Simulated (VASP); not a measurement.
Set up this calculation in VASP 6.6.1, as the native input.

```yaml
Task: single point
Functional: PBEsol
Potentials_or_basis: VASP PAW PBE potentials, release 64 (Ti_sv, C)
Cutoff: 520 eV
k_mesh: 7 × 7 × 7
Occupations: fermi-dirac, width 0.03 eV
Spin: no spin polarisation
Dipole_correction: no
Further_INCAR_settings: ALGO = Normal; EDIFF = 1e-07; NBANDS = 15
```

The structure of TiC lies in POSCAR:

```
TiC
1.0
    0.0000000000      2.1657188437      2.1657188437
    2.1657188437      0.0000000000      2.1657188437
    2.1657188437      2.1657188437      0.0000000000
Ti C
1 1
Direct
    0.0000000000      0.0000000000      0.0000000000
    0.5000000000      0.5000000000      0.5000000000
```

One way to write it, as run:

INCAR

```
SYSTEM = TiC
  PREC = Accurate
  ENCUT = 520
  EDIFF = 1E-7
  ISMEAR = -1
  SIGMA = 0.03
  LREAL = .False.
  LASPH = .True.
  NELM = 100
  ALGO = Normal
  ISIF = 2
  LWAVE = .False.
  LCHARG = .True.
  GGA = PS
  LELF = .True.
  LVHAR = .True.
  NBANDS = 15
```

KPOINTS

```
regular mesh
0
Gamma
  7 7 7
  0 0 0
```

Potentials or basis: VASP PAW PBE potentials, release 64 (Ti_sv, C).

The run is started by

```bash
$ cat potpaw_PBE.64/Ti_sv/POTCAR potpaw_PBE.64/C/POTCAR > POTCAR
$ mpirun -np 1 vasp_std > vasp.out
```

It gave:

```json
{
 "Pressure": "-6.4 GPa",
 "Band gap on the k mesh": "zero (band 8 reaches 9.96 eV, above the bottom of band 9 at 8.90 eV)"
}
```

Caveat: the PAW data sets were made with another functional, which shifts forces and pressure a little.

Wall time 4.5 s on 1 thread of Intel(R) Xeon(R) 6975P-C (Granite Rapids), with other jobs on the host, peak memory 0.14 GiB.
